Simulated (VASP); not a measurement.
Crystal: BN.

```xyz
2
Lattice="2.5080 0.0000 0.0000 -1.2467 2.1762 0.0000 -0.6307 -1.0881 3.0225" Properties=species:S:1:pos:R:3 pbc="T T T"
B     1.2297    2.1384    0.0055
N     0.6410   -0.3484    2.9772
```

Base run:

```yaml
Program: VASP 6.6.1
Functional: PBE
Potentials_or_basis: VASP PAW PBE potentials, release 64 (B, N)
Cutoff: 520 eV
k_mesh: 8 × 8 × 8
Occupations: gaussian, width 0.1 eV
Spin: no spin polarisation
```

Its results: band gap on the k mesh 2.78 eV, indirect (least direct gap 4.51 eV); pressure 5.0 GPa; largest force 2.723 eV/Å.

After a change of settings the same cell gave: band gap on the k mesh 3.11 eV, indirect (least direct gap 4.93 eV); pressure 9.1 GPa; largest force 2.798 eV/Å. Which change was it?
A. functional from PBE to RPBE; cutoff from 520 eV to 600 eV; k mesh from 8 × 8 × 8 to 4 × 4 × 4
B. cutoff from 520 eV to 600 eV; k mesh from 8 × 8 × 8 to 5 × 5 × 4
C. cutoff from 520 eV to 600 eV; k mesh from 8 × 8 × 8 to 2 × 2 × 6, shifted; occupations from gaussian, width 0.1 eV to tetrahedron

A.

Caveats: some runs use coarse meshes; forces of over 1 eV/Å act on the atoms, so gaps and moduli don't describe the material at rest (some runs); the PAW data sets were made with another functional, which shifts forces and pressure a little (some runs).
